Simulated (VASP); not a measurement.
Input of a VASP 6.6.1 run:

INCAR

```
PREC = Accurate
ENCUT = 520
EDIFF = 1E-6
ISMEAR = 1
SIGMA = 0.1
LREAL = False
LASPH = True
NELM = 60
ALGO = Normal
ISIF = 2
LWAVE = False
LCHARG = False
GGA = PS
IVDW = 13
NBANDS = 8
```

The input KPOINTS:

```
regular mesh
0
Gamma
  20 20 20
```

File POSCAR:

```
Al
1.0
    0.0000000000      1.9914579790      1.9914579790
    1.9914579790      0.0000000000      1.9914579790
    1.9914579790      1.9914579790      0.0000000000
Al
1
Direct
    0.0000000000      0.0000000000      0.0000000000
```

Potentials or basis: VASP PAW PBE potentials, release 64 (Al).

Launch:

```sh
$ cat potpaw_PBE.64/Al/POTCAR > POTCAR
$ mpirun -np 1 vasp_std > vasp.out
```

(1) What does it give for the dispersion energy per atom?

(2) Estimate the pressure.

Answers

(1) -0.208 eV.

(2) 0.1 GPa.

Caveat: the PAW data sets were made with another functional, which shifts forces and pressure a little; pairwise dispersion overbinds metals, which lowers pressure and volume.
